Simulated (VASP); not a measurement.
Set up this calculation in VASP 6.6.1, as the native input.

* Task: single point
* Functional: PBE
* Potentials or basis: VASP PAW PBE potentials, release 64 (Al, N)
* Cutoff: 520 eV
* k mesh: 10 × 10 × 10
* Occupations: gaussian, width 0.05 eV
* Spin: no spin polarisation
* Dipole correction: no
* Further INCAR settings: ALGO = Normal; EDIFF = 1e-06; NBANDS = 11

The structure of AlN lies in POSCAR:

```
AlN
1.0
   -0.1068328055      2.0349105802      2.0349105802
    1.9280777747      0.0000000000      1.9280777747
    2.0349105802      2.0349105802     -0.1068328055
Al N
1 1
Direct
    0.5000000000      0.5000000000      0.5000000000
    0.0000000000      0.0000000000      0.0000000000
```

This cell differs from its parent crystal: engineering shear strain xz -0.1050, engineering shear strain yz +0.0000.

One way to write it, as run:

INCAR

```
PREC = Accurate
ENCUT = 520
EDIFF = 1E-6
ISMEAR = 0
SIGMA = 0.05
LREAL = False
LASPH = True
NELM = 80
ALGO = Normal
ISIF = 2
LWAVE = False
LCHARG = False
GGA = PE
NBANDS = 11
```

KPOINTS

```
Automatic mesh
0
Gamma
  10 10 10
```

Potentials or basis: VASP PAW PBE potentials, release 64 (Al, N).

Launch:

```console
$ cat potpaw_PBE.64/Al/POTCAR potpaw_PBE.64/N/POTCAR > POTCAR
$ mpirun -np 1 vasp_std > vasp.out
```

It gave:

* Pressure: 1.3 GPa
* Band gap on the k mesh: 2.36 eV (least direct gap 4.27 eV)

Caveat: the cell differs from its parent crystal (engineering shear strain xz -0.1050, engineering shear strain yz +0.0000).

Run time: 26 s on 1 thread of Intel Xeon 8259CL, on a shared host, peak memory 0.15 GiB.
